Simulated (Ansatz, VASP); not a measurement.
**One calculation of CoSi, two programs**

```
Co Si
1.0
     4.38300    0.00000    0.00000
     0.00000    4.38300    0.00000
     0.00000    0.00000    4.38300
Co Si
4 4
Direct
  0.14569 0.14569 0.14569
  0.35431 0.85431 0.64569
  0.64569 0.35431 0.85431
  0.85431 0.64569 0.35431
  0.84363 0.84363 0.84363
  0.65637 0.15637 0.34363
  0.34363 0.65637 0.15637
  0.15637 0.34363 0.65637
```

Alike in both runs: task single point; functional r2SCAN; k mesh 6 × 6 × 6; occupations fermi-dirac, width 0.02 eV; no spin polarisation.

|  | VASP | Ansatz |
| --- | --- | --- |
| version | VASP 6.6.1 | Ansatz 0.2.0 |
| potentials or method | VASP PAW PBE potentials, release 64 (Co, Si) | plane waves, PAW |
| plane-wave cutoff (eV) | 520 | 500 |
| valence electrons in the cell | 52 | 84 |

|  | VASP | Ansatz | Ansatz less VASP |
| --- | --- | --- | --- |
| pressure (GPa) | 0.1 | 0.0 | -0.13 |

VASP's potentials were made for PBE, not for r2SCAN. VASP's potentials hold 52 valence electrons a cell and Ansatz's 84, so a difference there can come from the potentials and not from the codes.
